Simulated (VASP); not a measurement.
FeO, 2 atoms in the cell. It takes space group Fm-3m (No. 225, cubic). Conventional cell: a = 4.282 Å, b = 4.282 Å, c = 4.282 Å, α = 90.00°, β = 90.00°, γ = 90.00°. Within 2.8 Å of Fe (site symmetry m-3m) lie 6 O at 2.14 Å. O (site symmetry m-3m) has 6 Fe at 2.14 Å within 2.8 Å. 

* Program: VASP 6.6.1
* Task: single point
* Functional: revPBE
* Potentials or basis: VASP PAW PBE potentials, release 64 (Fe, O)
* Cutoff: 520 eV
* k mesh: 11 × 11 × 11
* Occupations: fermi-dirac, width 0.05 eV
* Spin: collinear spin, ferromagnetic start
* Starting moments: [3.0, 0.0] μB
* Dipole correction: no
* Further INCAR settings: ALGO = Normal; EDIFF = 1e-07; NBANDS = 18

Potentials or basis: VASP PAW PBE potentials, release 64 (Fe, O).

Launch:

```console
$ cat potpaw_PBE.64/Fe/POTCAR potpaw_PBE.64/O/POTCAR > POTCAR
$ mpirun -np 1 vasp_std > vasp.out
```

Hardware: 1 thread of Intel Xeon 8259CL, with other jobs on the host.

Problem. Estimate the wall time of this run.

Solution. Wall time 52 s on 1 thread of Intel Xeon 8259CL (shared host), peak memory 0.17 GiB. Counts: scf iterations 17, k points 56.
